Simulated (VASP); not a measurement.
Crystal: CsH.

```
Cs H
1.0
     4.28350    0.00000    0.00000
    -2.14175    3.70962    0.00000
     0.00000    0.00000   13.98993
Cs H
4 4
Direct
  0.00000 0.00000 0.00000
  0.33333 0.66667 0.25000
  0.00000 0.00000 0.50000
  0.66667 0.33333 0.75000
  0.00000 0.00000 0.18750
  0.33333 0.66667 0.43750
  0.00000 0.00000 0.68750
  0.66667 0.33333 0.93750
```

```yaml
Program: VASP 6.6.1
Task: relaxation of cell and atoms
Functional: PBEsol
Potentials_or_basis: VASP PAW PBE potentials, release 64 (Cs_sv, H)
Cutoff: 600 eV
k_mesh: 6 × 6 × 2
Occupations: fermi-dirac, width 0.03 eV
Spin: no spin polarisation
```

At the start: pressure 4.8 GPa; volume 27.79 Å³/atom.

Question: How do energy, volume and symmetry change on relaxing?

Answer: Over 15 steps the energy falls by 142.0 meV/atom and the volume is 39.69 Å³/atom (+42.8 %); space group P6_3mc (No. 186, to 0.1 Å) before and after.

The path:
| step | energy change (eV) | largest force (eV/Å) | pressure (GPa) | volume (Å³) |
| --- | --- | --- | --- | --- |
| 1 | 0.0000 | 0.0373 | 4.77 | 222.30 |
| 2 | -0.6339 | 0.0299 | 2.69 | 250.01 |
| 3 | -1.1077 | 0.0242 | 0.43 | 303.36 |
| 4 | -1.1294 | 0.0237 | 0.07 | 317.41 |
| 5 | -1.1301 | 0.0235 | 0.00 | 320.45 |
| 6 | -1.1297 | 0.0234 | -0.05 | 322.66 |
| 7 | -1.1302 | 0.0227 | -0.03 | 321.85 |
| 8 | -1.1311 | 0.0209 | 0.02 | 319.43 |
| 9 | -1.1301 | 0.0179 | 0.13 | 314.62 |
| 10 | -1.1311 | 0.0200 | 0.05 | 318.21 |
| 11 | -1.1316 | 0.0182 | 0.05 | 318.31 |
| 12 | -1.1329 | 0.0133 | 0.04 | 318.62 |
| 13 | -1.1346 | 0.0129 | 0.02 | 319.21 |
| 14 | -1.1357 | 0.0160 | -0.03 | 320.28 |
| 15 | -1.1362 | 0.0076 | 0.02 | 317.55 |

Final structure:
```
Cs H
1.0
     4.93500    0.00000    0.00000
    -2.46750    4.27384    0.00000
     0.00000    0.00000   15.05572
Cs H
4 4
Direct
  0.00000 0.00000 0.99459
  0.33333 0.66667 0.24606
  0.00000 0.00000 0.49459
  0.66667 0.33333 0.74606
  0.00000 0.00000 0.19354
  0.33333 0.66667 0.44081
  0.00000 0.00000 0.69354
  0.66667 0.33333 0.94081
```

Caveat: the volume moved by over 15 % at a fixed basis, so the end points are rough; the PAW data sets were made with another functional, which shifts forces and pressure a little.
